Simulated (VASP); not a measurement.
A run of VASP 6.6.1 is set up as follows.

INCAR

```
SYSTEM = BN
PREC     = Accurate       ! precision mode
ENCUT    = 520            ! plane-wave cutoff, eV
EDIFF    = 1E-7           ! SCF threshold, eV
ISMEAR   = 0              ! smearing method
SIGMA    = 0.05           ! smearing width, eV
LREAL    = .False.        ! projectors in reciprocal space
LASPH    = .True.         ! aspherical terms in the spheres
NELM     = 80             ! most SCF steps
ALGO     = Normal         ! electronic algorithm
ISIF     = 2              ! what is computed and relaxed
LWAVE    = .False.        ! write WAVECAR
LCHARG   = .False.        ! write CHGCAR
GGA      = PE             ! functional
NBANDS   = 16             ! bands
```

File KPOINTS:

```
regular mesh
0
Gamma
  12 12 4
  0 0 0
```

File POSCAR:

```
BN
1.0
    2.5121751215      0.0000000000      0.0000000000
   -1.2560875608      2.1756074740      0.0000000000
    0.0000000000      0.0000000000      8.0933802738
B N
2 2
Direct
    0.3333333333      0.6666666667      0.2500000000
    0.6666666667      0.3333333333      0.7500000000
    0.3333333333      0.6666666667      0.7500000000
    0.6666666667      0.3333333333      0.2500000000
```

Potentials or basis: VASP PAW PBE potentials, release 64 (B, N).

Launch:

```bash
$ cat potpaw_PBE.64/B/POTCAR potpaw_PBE.64/N/POTCAR > POTCAR
$ mpirun -np 1 vasp_std > vasp.out
```

(1) Predict the band gap on the k mesh.

(2) Estimate the pressure.

## Answers

(1) 4.46 eV, indirect (least direct gap 4.65 eV).

(2) 0.1 GPa.

Caveat: the cell differs from its parent crystal (strain -0.0300 x Voigt [0, 0, 1, 0, 0, 0]); this functional lacks dispersion, which binds the layers, so the pressure and a relaxed spacing across them are unreliable.
